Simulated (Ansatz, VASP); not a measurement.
# Two plane-wave programs on ZnCuC6N6

```
CELL_PARAMETERS angstrom
0.00000 5.28543 5.28543
5.28543 0.00000 5.28543
5.28543 5.28543 0.00000
ATOMIC_POSITIONS crystal
Zn 0.00000 0.00000 0.00000
Cu 0.50000 0.50000 0.50000
C 0.79892 0.20108 0.20108
C 0.20108 0.79892 0.20108
C 0.20108 0.20108 0.79892
C 0.20108 0.79892 0.79892
C 0.79892 0.20108 0.79892
C 0.79892 0.79892 0.20108
N 0.68870 0.31130 0.31130
N 0.31130 0.68870 0.31130
N 0.31130 0.31130 0.68870
N 0.31130 0.68870 0.68870
N 0.68870 0.31130 0.68870
N 0.68870 0.68870 0.31130
```

Alike in both runs: functional PBE; k mesh 4 × 4 × 4; occupations gaussian, width 0.1 eV; collinear spin.

Ansatz relaxed the structure, and its values are those at the end. VASP's run is a single point on that final structure, the one shown.

|  | VASP | Ansatz |
| --- | --- | --- |
| version | VASP 6.6.1 | Ansatz 0.2.0 |
| potentials or method | VASP PAW PBE potentials, release 64 (Zn, Cu, C, N), cutoff 520 eV | scalar-relativistic, plane waves, PAW |
| valence electrons in the cell | 77 | 85 |

```csv
,VASP,Ansatz,Ansatz less VASP
gap on the k mesh at the Fermi level (eV),none,none,-
pressure (GPa),1.0,0.4,-0.62
rms of the force components (eV/Å),0.221,0.010,-0.2114
net moment per atom (μB),0.07,0.07,+0.001
size of the moment on the site where the two differ most (μB),0.67,0.71,+0.049
```

Site moments also hang on the region over which each program counts them. A gap of «none» marks a metal or a gap that the smearing closes. One of these differences is far larger than is usual between the two programs; its cause wasn't traced. VASP's potentials hold 77 valence electrons a cell and Ansatz's 85, so a difference there can come from the potentials and not from the codes.

Noted on VASP's run: the standard files for N, O and F lose accuracy on very short bonds.
